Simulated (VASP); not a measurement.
A run of VASP 6.6.1 is set up as follows.

File INCAR:

```
SYSTEM = HfF5
PREC = Accurate
ENCUT = 520
EDIFF = 1E-7
ISMEAR = 0
SIGMA = 0.1
LREAL = .False.
LASPH = .True.
NELM = 80
ALGO = Normal
ISIF = 2
LWAVE = .False.
LCHARG = .False.
GGA = PE
NBANDS = 32
```

File KPOINTS:

```
regular mesh
0
Gamma
  6 6 4
  0 0 0
```

POSCAR

```
HfF5
1.0
    4.4533786373      0.0000000030      0.0000000000
   -2.2266893213      3.8567390311      0.0000000000
    0.0000000000      0.0000000000      3.5226313076
Hf F
1 5
Direct
    0.0000000000      0.0000000000      0.5000000000
    0.0000000000      0.2899057113      0.0000000000
    0.7100942887      0.7100942887      0.0000000000
    0.2899057113      0.0000000000      0.0000000000
    0.6666666667      0.3333333333      0.5000000000
    0.3333333333      0.6666666667      0.5000000000
```

Potentials or basis: VASP PAW PBE potentials, release 64 (Hf_pv, F).

The run is started by

```bash
$ cat potpaw_PBE.64/Hf_pv/POTCAR potpaw_PBE.64/F/POTCAR > POTCAR
$ mpirun -np 1 vasp_std > vasp.out
```

(1) Estimate the largest force.

(2) Estimate the pressure.

## Answers

(1) 0.154 eV/Å.

(2) -2.2 GPa.

Caveat: the k points lie up to 0.45 Å⁻¹ apart; an odd number of electrons without spin polarisation forces a metal; a magnetic or distorted state may lie lower.
